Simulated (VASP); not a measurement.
# Nb (Im-3m) in VASP: further runs

The runs below take Nb through single point, relaxation of cell and atoms, with LDA.

Everything below comes from runs of VASP 6.6.1. Logs are shortened: lines on timing, memory, paths and dates and some standing lists are left out, and cuts for length are marked.

### Step 1. The cell of the first run

The structure is cubic, space group Im-3m (No. 229). The conventional cell has a = 3.248 Å, b = 3.248 Å, c = 3.248 Å, α = 90.00°, β = 90.00°, γ = 90.00°. Nb (site symmetry m-3m) has 14 Nb at 2.81 to 3.25 Å within 3.7 Å.

### Step 2. Single point, LDA

File INCAR:

```
ALGO = Normal
EDIFF = 1E-6
ENCUT = 500
GGA = CA
GGA_COMPAT = False
ISIF = 2
ISMEAR = 0
LASPH = True
LCHARG = False
LREAL = False
LWAVE = False
NBANDS = 12
NELM = 120
PREC = Accurate
SIGMA = 0.1
```

File KPOINTS:

```
k-points
0
Gamma
  18 18 18
```

File POSCAR:

```
Nb
1.0
   -1.6238410962      1.6238410962      1.6238410962
    1.6238410962     -1.6238410962      1.6238410962
    1.6238410962      1.6238410962     -1.6238410962
Nb
1
Direct
    0.0000000000      0.0000000000      0.0000000000
```

Potentials or basis: VASP PAW LDA potentials, release 64 (Nb_sv).

Run with:

```console
$ cat potpaw_LDA.64/Nb_sv/POTCAR > POTCAR
$ mpirun -np 1 vasp_std > vasp.out
```

OUTCAR:

```text
EDIFF = 1E-6
   ENCUT = 500
   GGA = CA
   ISIF = 2
   ISMEAR = 0
   LASPH = True
   LREAL = False
   NELM = 120
   PREC = Accurate

 ion  position               nearest neighbor table
   1  0.000  0.000  0.000-

  LATTYP: Found a body centered cubic cell.
 ALAT       =     3.2476821924

  Lattice vectors:

 A1 = (  -1.6238410962,   1.6238410962,   1.6238410962)
 A2 = (   1.6238410962,  -1.6238410962,   1.6238410962)
 A3 = (   1.6238410962,   1.6238410962,  -1.6238410962)

Analysis of symmetry for initial positions (statically):
=====================================================================
 Subroutine PRICEL returns:
 Original cell was already a primitive cell.

 Routine SETGRP: Setting up the symmetry group for a
 body centered cubic supercell.

 Subroutine GETGRP returns: Found 48 space group operations
 (whereof 48 operations were pure point group operations)
 out of a pool of 48 trial point group operations.

The static configuration has the point symmetry O_h .

Analysis of symmetry for dynamics (positions and initial velocities):
=====================================================================
 Subroutine PRICEL returns:
 Original cell was already a primitive cell.

 Routine SETGRP: Setting up the symmetry group for a
 body centered cubic supercell.

 Subroutine GETGRP returns: Found 48 space group operations
 (whereof 48 operations were pure point group operations)
 out of a pool of 48 trial point group operations.

The dynamic configuration has the point symmetry O_h .

 Subroutine INISYM returns: Found 48 space group operations
 (whereof 48 operations are pure point group operations),
 and found     1 'primitive' translations

----------------------------------------------------------------------------------------

                                     Primitive cell

  volume of cell :      17.1274

  direct lattice vectors                    reciprocal lattice vectors
    -1.623841096  1.623841096  1.623841096     0.000000000  0.307911902  0.307911902
     1.623841096 -1.623841096  1.623841096     0.307911902  0.000000000  0.307911902
     1.623841096  1.623841096 -1.623841096     0.307911902  0.307911902  0.000000000

  length of vectors
     2.812575282  2.812575282  2.812575282     0.435453187  0.435453187  0.435453187

  position of ions in fractional coordinates (direct lattice)
     0.000000000  0.000000000  0.000000000

  ion indices of the primitive-cell ions
   primitive index   ion index
                 1           1

----------------------------------------------------------------------------------------

 KPOINTS: k-points

Automatic generation of k-mesh.
 Grid dimensions read from file:
 generate k-points for:   18   18   18

 Generating k-lattice:

  Cartesian coordinates                     Fractional coordinates (reciprocal lattice)
     0.000000000  0.017106217  0.017106217     0.055555556  0.000000000  0.000000000
     0.017106217  0.000000000  0.017106217     0.000000000  0.055555556  0.000000000
     0.017106217  0.017106217  0.000000000     0.000000000  0.000000000  0.055555556

  Length of vectors
     0.024191844  0.024191844  0.024191844

  Shift w.r.t. Gamma in fractional coordinates (k-lattice)
     0.000000000  0.000000000  0.000000000

 Subroutine IBZKPT returns following result:
 ===========================================

 Found    195 irreducible k-points:

 Following reciprocal coordinates:
            Coordinates               Weight
  0.000000  0.000000  0.000000      1.000000
  0.055556  0.000000  0.000000     12.000000
  0.111111  0.000000  0.000000     12.000000
  0.166667  0.000000  0.000000     12.000000
  0.222222  0.000000  0.000000     12.000000
  0.277778  0.000000  0.000000     12.000000
[... 16 lines left out ...]
  0.333333  0.111111  0.000000     48.000000
  0.388889  0.111111  0.000000     48.000000
 [... further k-points ...]
   k-points           NKPTS =    195   k-points in BZ     NKDIM =    195   number of bands    NBANDS=     12
   number of dos      NEDOS =    301   number of ions     NIONS =      1
   total plane-waves  NPLWV =  13824
   dimension x,y,z NGX =    24 NGY =   24 NGZ =   24
   dimension x,y,z NGXF=    48 NGYF=   48 NGZF=   48
   ions per type =               1
   NGX,Y,Z   is equivalent  to a cutoff of  14.19, 14.19, 14.19 a.u.
   NGXF,Y,Z  is equivalent  to a cutoff of  28.37, 28.37, 28.37 a.u.
 SYSTEM =  unknown system
   PREC   = accura    normal or accurate (medium, high low for compatibility)
   ISTART =      0    job   : 0-new  1-cont  2-samecut
   ICHARG =      2    charge: 1-file 2-atom 10-const
   ISPIN  =      1    spin polarized calculation?
   LNONCOLLINEAR =      F non collinear calculations
   LSORBIT =      F    spin-orbit coupling
   LASPH  =      T    aspherical Exc in radial PAW
   ENCUT  =  500.0 eV  36.75 Ry    6.06 a.u.   5.13  5.13  5.13*2*pi/ulx,y,z
   NELM   =    120;   NELMIN=  2; NELMDL= -5     # of ELM steps
   EDIFF  = 0.1E-05   stopping-criterion for ELM
   LREAL  =      F    real-space projection
   EDIFFG = 0.1E-04   stopping-criterion for IOM
   NSW    =      0    number of steps for IOM
   IBRION =     -1    ionic relax: 0-MD 1-quasi-New 2-CG
   NFREE  =      0    steps in history (QN), initial steepest desc. (CG)
   ISIF   =      2    stress and relaxation
   ISYM   =      2    0-nonsym 1-usesym 2-fastsym
   POTIM  = 0.5000    time-step for ionic-motion
   TEBEG  =    0.0;   TEEND  =   0.0 temperature during run
   PSTRESS=    0.0 pullay stress
   NELECT =      13.0000    total number of electrons
   NUPDOWN=      -1.0000    fix difference up-down
   EMIN   =  10.00;   EMAX   =-10.00  energy-range for DOS
   EFERMI =   0.00;   METHOD = LEGACY
   ISMEAR =     0;   SIGMA  =   0.10  broadening in eV -4-tet -1-fermi 0-gaus
   EFERMI_NEDOS =   21; number of points for ismear=-14 and -15
   IALGO  =     38    algorithm
   IMIX   =      4    mixing-type and parameters
     AMIX     =   0.40;   BMIX     =  1.00
     AMIX_MAG =   1.60;   BMIX_MAG =  1.00
  volume/ion in A,a.u.               =      17.13       115.58
  Fermi-wavevector in a.u.,A,eV,Ry     =   1.493341  2.822006 30.341922  2.230068
  Thomas-Fermi vector in A             =   2.605754
   LORBIT       =      0    0 simple, 1 ext, 2 COOP (PROOUT), +10 PAW based schemes
   GGA     = CA    functional components
   LHFCALC =     F    Hartree Fock is set to
   AEXX    =    0.0000 exact exchange contribution
   IVDW    =     0    specifies the selected vdW correction
   LEPSILON=     F    determine dielectric tensor
   LRPA    =     F    only Hartree local field effects (RPA)
 non-spin polarized calculation
 Gauss-broadening in eV      SIGMA  =   0.10
  energy-cutoff  :      500.00
  volume of cell :       17.13
 maximum number of plane-waves:       466
 NGX is ok and might be reduce to    24
   NGX = 11   NGY = 11   NGZ = 11

 number of electron      13.0000001 magnetization

 Free energy of the ion-electron system (eV)
  ---------------------------------------------------
  ext. energy  EPLUGINS =         0.00000000
  ---------------------------------------------------
  free energy    TOTEN  =       -11.25849561 eV

  energy without entropy =      -11.25084740  energy(sigma->0) =      -11.25467150

 E-fermi :  11.7081     XC(G=0): -12.9759

 val. band max:       11.7073878965   @ k =  -0.1111   0.1667   0.0556
 cond. band min:      11.7120633844   @ k =   0.1111   0.0000   0.0000
 fundamental gap:      0.0046754878
 Fermi energy:        11.7080907866

 k-point     1 :       0.0000    0.0000    0.0000
  band No.  band energies     occupation
      1     -42.3002      2.00000
      2     -17.6300      2.00000
      3     -17.6300      2.00000
      4     -17.6300      2.00000
      5       5.7044      2.00000
      6      12.0330      0.00000
      7      12.0330      0.00000
      8      12.0330      0.00000
      9      15.1067      0.00000
     10      15.1067      0.00000
     11      26.0853      0.00000
     12      26.0853      0.00000

 k-point     2 :       0.0556    0.0000    0.0000
  band No.  band energies     occupation
      1     -42.2912      2.00000
      2     -17.6829      2.00000
      3     -17.6458      2.00000
      4     -17.6305      2.00000
      5       5.8410      2.00000
      6      11.9476      0.00071
      7      12.0141      0.00002
      8      12.1641      0.00000
      9      14.9701      0.00000
     10      15.1061      0.00000
     11      26.2021      0.00000
     12      26.3204      0.00000

 k-point     3 :       0.1111    0.0000    0.0000
  band No.  band energies     occupation
      1     -42.2652      2.00000
      2     -17.8334      2.00000
      3     -17.6912      2.00000
      4     -17.6319      2.00000
      5       6.2303      2.00000
      6      11.7121      0.95520
      7      11.9333      0.00145
      8      12.5525      0.00000
      9      14.6811      0.00000
     10      15.1116      0.00000
     11      26.4950      0.00000
     12      27.0027      0.00000
[... 286 lines left out ...]
 k-point    23 :       0.3333    0.1111    0.0000
  band No.  band energies     occupation
      1     -42.0185      2.00000
      2     -19.0287      2.00000
      3     -18.1284      2.00000
      4     -17.7143      2.00000
      5       8.3057      2.00000
      6      10.1558      2.00000
      7      12.3805      0.00000
      8      14.8902      0.00000
      9      15.9683      0.00000
     10      18.0015      0.00000
     11      24.6871      0.00000
     12      25.6989      0.00000

 k-point    24 :       0.3889    0.1111    0.0000
  band No.  band energies     occupation
      1     -41.9927      2.00000
      2     -19.1391      2.00000
      3     -18.1807      2.00000
      4     -17.7170      2.00000
      5       8.1851      2.00000
      6      10.0273      2.00000
      7      13.0106      0.00000
      8      15.0157      0.00000
      9      16.1931      0.00000
     10      18.9013      0.00000
     11      24.1595      0.00000
     12      24.7449      0.00000

 [... further k-points ...]
[... 5 lines left out ...]
  --------------------------------------------------------------------------------------
  -------------------------------------------------------------------------------------
  Total       -0.0242498     -0.0242498     -0.0242498     -0.0000000      0.0000000      0.0000000
  in kB       -2.2684434     -2.2684434     -2.2684434     -0.0000000      0.0000000      0.0000000
  external PRESSURE =      -2.2684434 kB  Pullay stress =       0.0000000 kB

 VOLUME and BASIS-vectors are now :
 -----------------------------------------------------------------------------
  energy-cutoff  :      500.00
  volume of cell :       17.13
      direct lattice vectors                 reciprocal lattice vectors
    -1.623841096  1.623841096  1.623841096     0.000000000  0.307911902  0.307911902
     1.623841096 -1.623841096  1.623841096     0.307911902  0.000000000  0.307911902
     1.623841096  1.623841096 -1.623841096     0.307911902  0.307911902  0.000000000

 POSITION                                       TOTAL-FORCE (eV/Angst)
 -----------------------------------------------------------------------------------
      0.00000      0.00000      0.00000         0.000000     -0.000000      0.000000
 -----------------------------------------------------------------------------------
    total drift:                                0.000000      0.000000      0.000000

  FREE ENERGIE OF THE ION-ELECTRON SYSTEM (eV)
  ---------------------------------------------------
  free  energy   TOTEN  =       -11.2584956076 eV

  energy  without entropy=      -11.2508473961  energy(sigma->0) =      -11.25467150
```

It took 12 s on 1 thread of Intel Xeon 6975P-C (Granite Rapids), shared host; peak memory 0.15 GiB.

Results:

- Free energy: -11.2585 eV
- Pressure: -0.2 GPa
- Band gap on the k mesh: zero (an odd number of electrons rules out a gap without spin polarisation)

Levels at points of the mesh, in eV from the Fermi level:
```
           k point  band 2  band 3  band 4  band 5  band 6  band 7  band 8  band 9  band 10  band 11
(0.00, 0.00, 0.00)  -29.34  -29.34  -29.34   -6.00    0.32    0.32    0.32    3.40     3.40    14.38
(0.50, 0.00, 0.00)  -30.95  -29.84  -29.36   -3.94   -1.83    2.61    3.47    4.19     6.82    11.81
(0.50, 0.50, 0.50)  -30.43  -30.43  -30.43   -4.04   -4.04    5.97    5.97    5.97     9.52     9.52
```

### Step 3. Relaxation of cell and atoms, LDA

This run uses another cell than the first one, of 18.15 Å³/atom.

File INCAR:

```
SYSTEM = Nb
  PREC = Accurate
  ENCUT = 500
  EDIFF = 1E-7
  ISMEAR = 0
  SIGMA = 0.1
  LREAL = .False.
  LASPH = .True.
  NELM = 120
  ALGO = Normal
  ISIF = 3
  LWAVE = .False.
  LCHARG = .False.
  GGA = CA
  IBRION = 2
  NSW = 70
  EDIFFG = -0.005
  GGA_COMPAT = .False.
  NELMIN = 4
```

File KPOINTS:

```
Automatic mesh
0
Gamma
  18 18 18
  0 0 0
```

File POSCAR:

```
Nb
1.0
   -1.6555580006      1.6555580006      1.6555580006
    1.6555580006     -1.6555580006      1.6555580006
    1.6555580006      1.6555580006     -1.6555580006
Nb
1
Direct
    0.0000000000      0.0000000000      0.0000000000
```

Potentials or basis: VASP PAW LDA potentials, release 64 (Nb_sv).

Run with:

```console
$ cat potpaw_LDA.64/Nb_sv/POTCAR > POTCAR
$ mpirun -np 1 vasp_std > vasp.out
```

It took 36 s on 1 thread of Intel Xeon 6975P-C (Granite Rapids), shared host; peak memory 0.16 GiB.

It converged, with:

```yaml
Free_energy: -11.2596 eV
Relaxed_volume: 17.12 Å³/atom
Relaxed_cell: a = 2.812 Å, b = 2.812 Å, c = 2.812 Å, α = 109.47°, β = 109.47°, γ = 109.47°
Space_group_after_relaxing_to_0.1_Å: Im-3m (No. 229)
Energy_gained_by_relaxing: 33.9 meV/atom
Ionic_steps: 4
Pressure_after_relaxing: 0.0 GPa
Band_gap_on_the_k_mesh: zero (an odd number of electrons rules out a gap without spin polarisation)
```

The path:
| step | energy change (eV) | largest force (eV/Å) | pressure (GPa) | volume (Å³) |
| --- | --- | --- | --- | --- |
| 1 | 0.0000 | 0.0000 | -10.05 | 18.15 |
| 2 | 0.0964 | 0.0000 | 25.38 | 15.32 |
| 3 | -0.0338 | 0.0000 | -0.37 | 17.15 |
| 4 | -0.0339 | 0.0000 | -0.03 | 17.12 |

Final structure:
```cif
data_structure
_symmetry_space_group_name_H-M 'P 1'
_symmetry_Int_Tables_number 1
_cell_length_a 2.8120
_cell_length_b 2.8120
_cell_length_c 2.8120
_cell_angle_alpha 109.471
_cell_angle_beta 109.471
_cell_angle_gamma 109.471
_cell_volume 17.12
loop_
_atom_site_label
_atom_site_type_symbol
_atom_site_fract_x
_atom_site_fract_y
_atom_site_fract_z
_atom_site_occupancy
Nb1 Nb 0.00000 0.00000 0.00000 1
```

Levels at points of the mesh, in eV from the Fermi level:
```
           k point  band 2  band 3  band 4  band 5  band 6  band 7  band 8  band 9  band 10
(0.00, 0.00, 0.00)  -29.34  -29.34  -29.34   -6.01    0.32    0.32    0.32    3.40     3.40
(0.50, 0.00, 0.00)  -30.95  -29.84  -29.35   -3.95   -1.84    2.61    3.47    4.19     6.82
(0.50, 0.50, 0.50)  -30.43  -30.43  -30.43   -4.04   -4.04    5.98    5.98    5.98     9.52
```

LDA usually gives volumes a few per cent too small. Zero-point motion and thermal expansion aren't in these numbers.
